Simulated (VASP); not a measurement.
# Si in VASP: notebook, part 2 of 2

VASP 6.6.1. The steps go on from the part before.

**3. Single point, PBEsol**

Input file INCAR:

```
PREC = Accurate
ENCUT = 520
EDIFF = 1E-6
ISMEAR = 1
SIGMA = 0.2
LREAL = F
LASPH = T
NELM = 80
ALGO = Normal
ISIF = 2
LWAVE = F
LCHARG = T
LDIPOL = T
IDIPOL = 3
DIPOL = 0.5 0.5 0.500
GGA = PS
LELF = T
LVHAR = T
LVACPOTAV = T
NBANDS = 33
```

Input file KPOINTS:

```
Automatic mesh
0
Gamma
  9 9 1
```

Input file POSCAR:

```
Si
1.0
    3.8417168278      0.0000000000      0.0000000000
    0.0000000000      3.8417168278      0.0000000000
    0.0000000000      0.0000000000     28.5825201018
Si
11
Direct
    0.0000000000      0.5000000000      0.2623981361
    0.0000000000      0.0000000000      0.3099185089
    0.5000000000      0.0000000000      0.3574388817
    0.5000000000      0.5000000000      0.4049592544
    0.0000000000      0.5000000000      0.4524796272
    0.0000000000      0.0000000000      0.5000000000
    0.5000000000      0.0000000000      0.5475203728
    0.5000000000      0.5000000000      0.5950407456
    0.0000000000      0.5000000000      0.6425611183
    0.0000000000      0.0000000000      0.6900814911
    0.5000000000      0.0000000000      0.7376018639
```

Potentials or basis: VASP PAW PBE potentials, release 64 (Si).

Command:

```sh
$ cat potpaw_PBE.64/Si/POTCAR > POTCAR
$ mpirun -np 1 vasp_std > vasp.out
```

OUTCAR:

```text
PREC = Accurate
   ENCUT = 520
   EDIFF = 1E-6
   ISMEAR = 1
   LREAL = F
   LASPH = T
   NELM = 80
   ISIF = 2
   GGA = PS

 ion  position               nearest neighbor table
   1  0.000  0.500  0.262-   2 2.35   2 2.35
   2  0.000  0.000  0.310-   1 2.35   1 2.35   3 2.35   3 2.35
   3  0.500  0.000  0.357-   4 2.35   4 2.35   2 2.35   2 2.35
   4  0.500  0.500  0.405-   3 2.35   3 2.35   5 2.35   5 2.35
   5  0.000  0.500  0.452-   4 2.35   6 2.35   6 2.35   4 2.35
   6  0.000  0.000  0.500-   5 2.35   7 2.35   5 2.35   7 2.35
   7  0.500  0.000  0.548-   6 2.35   8 2.35   8 2.35   6 2.35
   8  0.500  0.500  0.595-   9 2.35   9 2.35   7 2.35   7 2.35
   9  0.000  0.500  0.643-   8 2.35   8 2.35  10 2.35  10 2.35
  10  0.000  0.000  0.690-  11 2.35  11 2.35   9 2.35   9 2.35
  11  0.500  0.000  0.738-  10 2.35  10 2.35

  LATTYP: Found a simple tetragonal cell.
 ALAT       =     3.8417168278
 C/A-ratio  =     7.4400382389

  Lattice vectors:

 A1 = (   3.8417168278,   0.0000000000,   0.0000000000)
 A2 = (   0.0000000000,   3.8417168278,   0.0000000000)
 A3 = (   0.0000000000,   0.0000000000,  28.5825201018)

Analysis of symmetry for initial positions (statically):
=====================================================================
 Subroutine PRICEL returns:
 Original cell was already a primitive cell.

 Routine SETGRP: Setting up the symmetry group for a
 simple tetragonal supercell.

 Subroutine GETGRP returns: Found  8 space group operations
 (whereof  8 operations were pure point group operations)
 out of a pool of 16 trial point group operations.

The static configuration has the point symmetry D_2d.

Analysis of symmetry for dynamics (positions and initial velocities):
=====================================================================
 Subroutine PRICEL returns:
 Original cell was already a primitive cell.

 Routine SETGRP: Setting up the symmetry group for a
 simple tetragonal supercell.

 Subroutine GETGRP returns: Found  8 space group operations
 (whereof  8 operations were pure point group operations)
 out of a pool of 16 trial point group operations.

The dynamic configuration has the point symmetry D_2d.

 Subroutine INISYM returns: Found  8 space group operations
 (whereof  8 operations are pure point group operations),
 and found     1 'primitive' translations

----------------------------------------------------------------------------------------

                                     Primitive cell

  volume of cell :     421.8434

  direct lattice vectors                    reciprocal lattice vectors
     3.841716828  0.000000000  0.000000000     0.260300289  0.000000000  0.000000000
     0.000000000  3.841716828  0.000000000     0.000000000  0.260300289  0.000000000
     0.000000000  0.000000000 28.582520102     0.000000000  0.000000000  0.034986418

  length of vectors
     3.841716828  3.841716828 28.582520102     0.260300289  0.260300289  0.034986418

  position of ions in fractional coordinates (direct lattice)
     0.000000000  0.500000000  0.262398136
[... 69 lines left out ...]
   number of dos      NEDOS =    301   number of ions     NIONS =     11
   total plane-waves  NPLWV = 194400
   dimension x,y,z NGX =    30 NGY =   30 NGZ =  216
   dimension x,y,z NGXF=    60 NGYF=   60 NGZF=  432
   ions per type =              11
   NGX,Y,Z   is equivalent  to a cutoff of  12.98, 12.98, 12.56 a.u.
   NGXF,Y,Z  is equivalent  to a cutoff of  25.96, 25.96, 25.13 a.u.
 SYSTEM =  unknown system
   PREC   = accura    normal or accurate (medium, high low for compatibility)
   ISTART =      0    job   : 0-new  1-cont  2-samecut
   ICHARG =      2    charge: 1-file 2-atom 10-const
   ISPIN  =      1    spin polarized calculation?
   LNONCOLLINEAR =      F non collinear calculations
   LSORBIT =      F    spin-orbit coupling
   LASPH  =      T    aspherical Exc in radial PAW
   ENCUT  =  520.0 eV  38.22 Ry    6.18 a.u.   7.14  7.14 53.14*2*pi/ulx,y,z
   NELM   =     80;   NELMIN=  2; NELMDL= -5     # of ELM steps
   EDIFF  = 0.1E-05   stopping-criterion for ELM
   LREAL  =      F    real-space projection
   EDIFFG = 0.1E-04   stopping-criterion for IOM
   NSW    =      0    number of steps for IOM
   IBRION =     -1    ionic relax: 0-MD 1-quasi-New 2-CG
   NFREE  =      0    steps in history (QN), initial steepest desc. (CG)
   ISIF   =      2    stress and relaxation
   ISYM   =      2    0-nonsym 1-usesym 2-fastsym
   POTIM  = 0.5000    time-step for ionic-motion
   TEBEG  =    0.0;   TEEND  =   0.0 temperature during run
   PSTRESS=    0.0 pullay stress
   NELECT =      44.0000    total number of electrons
   NUPDOWN=      -1.0000    fix difference up-down
   EMIN   =  10.00;   EMAX   =-10.00  energy-range for DOS
   EFERMI =   0.00;   METHOD = LEGACY
   ISMEAR =     1;   SIGMA  =   0.20  broadening in eV -4-tet -1-fermi 0-gaus
   EFERMI_NEDOS =   21; number of points for ismear=-14 and -15
   IALGO  =     38    algorithm
   IMIX   =      4    mixing-type and parameters
     AMIX     =   0.40;   BMIX     =  1.00
     AMIX_MAG =   1.60;   BMIX_MAG =  1.00
  volume/ion in A,a.u.               =      38.35       258.79
  Fermi-wavevector in a.u.,A,eV,Ry     =   0.770623  1.456266  8.079954  0.593860
  Thomas-Fermi vector in A             =   1.871867
   LORBIT       =      0    0 simple, 1 ext, 2 COOP (PROOUT), +10 PAW based schemes
   GGA     = PS    functional components
   LHFCALC =     F    Hartree Fock is set to
   AEXX    =    0.0000 exact exchange contribution
   IVDW    =     0    specifies the selected vdW correction
   LEPSILON=     F    determine dielectric tensor
   LRPA    =     F    only Hartree local field effects (RPA)
 non-spin polarized calculation
 Methfessel and Paxton  Order N= 1 SIGMA  =   0.20
  energy-cutoff  :      520.00
  volume of cell :      421.84
 maximum number of plane-waves:     11380
 NGX is ok and might be reduce to    30
   NGX = 15   NGY = 15   NGZ =107

 dipolmoment           0.000000      0.000000      0.000000 electrons x Angstroem

 number of electron      43.9999999 magnetization

 dipolmoment           0.000000      0.000000     -0.000000 electrons x Angstroem

 Free energy of the ion-electron system (eV)
  ---------------------------------------------------
  ext. energy  EPLUGINS =         0.00000000
  ---------------------------------------------------
  free energy    TOTEN  =       -58.96692193 eV

  energy without entropy =      -58.95387999  energy(sigma->0) =      -58.96257461

 E-fermi :   0.3460     XC(G=0):  -5.6469

 val. band max:        0.3151029019   @ k =   0.4444   0.2222   0.0000
 cond. band min:       0.3537216082   @ k =   0.3333   0.3333   0.0000
 fundamental gap:      0.0386187062
 Fermi energy:         0.3459983259

 k-point     1 :       0.0000    0.0000    0.0000
  band No.  band energies     occupation
      1     -11.3690      2.00000
      2     -10.9110      2.00000
      3     -10.2550      2.00000
      4      -9.3867      2.00000
      5      -8.3173      2.00000
      6      -7.0798      2.00000
[... 529 lines left out ...]
     32       3.8557     -0.00000
     33       4.3881      0.00000

------------------------ aborting loop because EDIFF is reached ----------------------------------------

  FORCE on cell =-STRESS in cart. coord.  units (eV):
  Direction    XX          YY          ZZ          XY          YZ          ZX
  --------------------------------------------------------------------------------------
  -------------------------------------------------------------------------------------
  Total       -2.2139170     -2.2139170     -0.5849250      0.0000000      0.0000000      0.0000000
  in kB       -8.4085422     -8.4085422     -2.2215676      0.0000000      0.0000000      0.0000000
  external PRESSURE =      -6.3462174 kB  Pullay stress =       0.0000000 kB

 VOLUME and BASIS-vectors are now :
 -----------------------------------------------------------------------------
  energy-cutoff  :      520.00
  volume of cell :      421.84
      direct lattice vectors                 reciprocal lattice vectors
     3.841716828  0.000000000  0.000000000     0.260300289  0.000000000  0.000000000
     0.000000000  3.841716828  0.000000000     0.000000000  0.260300289  0.000000000
     0.000000000  0.000000000 28.582520102     0.000000000  0.000000000  0.034986418

 POSITION                                       TOTAL-FORCE (eV/Angst)
 -----------------------------------------------------------------------------------
      0.00000      1.92086      7.50000         0.000000     -0.000000      0.102991
      0.00000      0.00000      8.85825         0.000000      0.000000     -0.056197
      1.92086      0.00000     10.21650         0.000000     -0.000000      0.027146
      1.92086      1.92086     11.57476         0.000000     -0.000000     -0.079608
      0.00000      1.92086     12.93301         0.000000      0.000000     -0.004004
      0.00000      0.00000     14.29126        -0.000000      0.000000      0.000000
      1.92086      0.00000     15.64951         0.000000      0.000000      0.004004
      1.92086      1.92086     17.00776         0.000000      0.000000      0.079608
      0.00000      1.92086     18.36602         0.000000      0.000000     -0.027146
      0.00000      0.00000     19.72427         0.000000      0.000000      0.056197
      1.92086      0.00000     21.08252         0.000000      0.000000     -0.102991
 -----------------------------------------------------------------------------------
    total drift:                               -0.000000      0.000000     -0.000000

  FREE ENERGIE OF THE ION-ELECTRON SYSTEM (eV)
  ---------------------------------------------------
  free  energy   TOTEN  =       -58.9669219256 eV

  energy  without entropy=      -58.9538799934  energy(sigma->0) =      -58.96257461

 vacuum level on the upper side and lower side of the slab         5.776         5.776
```

Wall time 12 min (1 thread of Intel Xeon 8259CL, shared host); peak memory 0.51 GiB.

What came out:

| Quantity | Value |
| --- | --- |
| Free energy | -58.9669 eV |
| Largest force | 0.103 eV/Å |
| Band gap on the k mesh | zero (bands 22 and 23 overlap by 0.89 eV) |

Forces on the atoms (eV/Å):
```
Si   0.000  0.000  0.103
Si   0.000  0.000 -0.056
Si   0.000  0.000  0.027
Si   0.000  0.000 -0.080
Si   0.000  0.000 -0.004
Si   0.000  0.000  0.000
Si   0.000  0.000  0.004
Si   0.000  0.000  0.080
Si   0.000  0.000 -0.027
Si   0.000  0.000  0.056
Si   0.000  0.000 -0.103
```

Caveat: the PAW data sets were made with another functional, which shifts forces and pressure a little.

The gap in the log of VASP goes by the Fermi energy; the results here count the filled bands.